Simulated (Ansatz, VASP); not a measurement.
**SnSe: VASP beside Ansatz**

```
Sn Se
1.0
     0.04027    3.01236    3.01236
     3.01236    0.04027    3.01236
     3.01236    3.01236    0.04027
Sn Se
1 1
Direct
  0.00000 0.00000 0.00000
  0.50000 0.50000 0.50000
```

Change from the starting cell: epitaxial_111 strain -1.0%.

Alike in both runs: task single point; functional r2SCAN; k mesh 8 × 8 × 8; occupations fermi-dirac, width 0.02 eV; no spin polarisation.

|  | VASP | Ansatz |
| --- | --- | --- |
| version | VASP 6.6.1 | Ansatz 0.2.0 |
| potentials or method | VASP PAW PBE potentials, release 64 (Sn_d, Se) | plane waves, PAW |
| plane-wave cutoff (eV) | 520 | 500 |
| valence electrons in the cell | 20 | 30 |

|  | VASP | Ansatz | Ansatz less VASP |
| --- | --- | --- | --- |
| pressure (GPa) | 0.8 | 0.8 | 0.00 |
| traceless stress, the component that is largest in VASP (GPa) | -0.27 | -0.27 | 0.000 |

VASP's potentials were made for PBE, not for r2SCAN. With one functional, cell and mesh, what is left measures potentials, basis and numerics. VASP's potentials hold 20 valence electrons a cell and Ansatz's 30, so a difference there can come from the potentials and not from the codes.
